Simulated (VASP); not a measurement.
Crystal: CoO.

```xyz
2
Lattice="2.6162 0.0000 0.0000 0.0000 2.6162 0.0000 0.0000 0.0000 2.6162" Properties=species:S:1:pos:R:3 pbc="T T T"
Co    0.0000    0.0000    0.0000
O     1.3081    1.3081    1.3081
```

Base run:

* Program: VASP 6.6.1
* Functional: PBE
* Potentials or basis: VASP PAW PBE potentials, release 64 (Co, O)
* Cutoff: 520 eV
* k mesh: 16 × 16 × 16
* Occupations: gaussian, width 0.05 eV
* Spin: collinear spin, ferromagnetic start
* Starting moments: [3.0, 0.0] μB
* Hubbard terms: Co d U = 7.0 eV

Its results: band gap on the k mesh 1.50 eV (least direct gap 2.48 eV); pressure 4.9 GPa; net moment 3.00 μB per cell; site moments Co +2.83; O +0.16 μB.

**Question.** The run is repeated on the same cell with these changes: hubbard terms from Co d U = 7.0 eV to Co d U = 4.0 eV. What comes out?

**Answer.** Band gap on the k mesh 1.40 eV (least direct gap 1.91 eV); pressure 5.7 GPa; net moment 3.00 μB per cell; site moments Co +2.71; O +0.25 μB.

Caveats: the cell stands under pressure; a cell with one magnetic atom can't hold antiferromagnetic order, which such compounds often take.

A k mesh can miss the band edges.
